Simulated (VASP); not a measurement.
Write the native input for VASP 6.6.1 that does the following.

| Property | Result |
| --- | --- |
| Task | single point |
| Functional | PBE |
| Potentials or basis | VASP PAW PBE potentials, release 64 (Ba_sv, F) |
| Cutoff | 600 eV |
| k mesh | 6 × 6 × 6 |
| Occupations | gaussian, width 0.02 eV |
| Spin | no spin polarisation |
| Dipole correction | no |
| Further INCAR settings | ALGO = Normal; EDIFF = 1e-06; NBANDS = 19 |

The structure of BaF2 lies in POSCAR:

```
BaF2
1.0
    0.0000000000      3.1235455032      3.1235455032
    3.1235455032      0.0000000000      3.1235455032
    3.1235455032      3.1235455032      0.0000000000
Ba F
1 2
Direct
    0.0000000000      0.0000000000      0.0000000000
    0.2500000000      0.2500000000      0.2500000000
    0.7500000000      0.7500000000      0.7500000000
```

These files were run (other wordings do the same):

INCAR

```
SYSTEM = BaF2
  ALGO = Normal
  EDIFF = 1E-6
  ENCUT = 600
  GGA = PE
  GGA_COMPAT = .False.
  ISIF = 2
  ISMEAR = 0
  LASPH = .True.
  LCHARG = .False.
  LREAL = .False.
  LWAVE = .False.
  NBANDS = 19
  NELM = 120
  PREC = Accurate
  SIGMA = 0.02
```

KPOINTS

```
k-points
0
Gamma
  6 6 6
  0 0 0
```

Potentials or basis: VASP PAW PBE potentials, release 64 (Ba_sv, F).

Run with:

```sh
$ cat potpaw_PBE.64/Ba_sv/POTCAR potpaw_PBE.64/F/POTCAR > POTCAR
$ mpirun -np 1 vasp_std > vasp.out
```

It gave:

```json
{
 "Pressure": "0.9 GPa",
 "Band gap on the k mesh": "6.67 eV (least direct gap 6.73 eV)"
}
```

Caveat: spin-orbit coupling is left out, which moves the levels of the heavy elements.

Wall time 14 s on 1 thread of Intel(R) Xeon(R) Platinum 8375C CPU @ 2.90GHz (Ice Lake), on a shared host, peak memory 0.21 GiB.
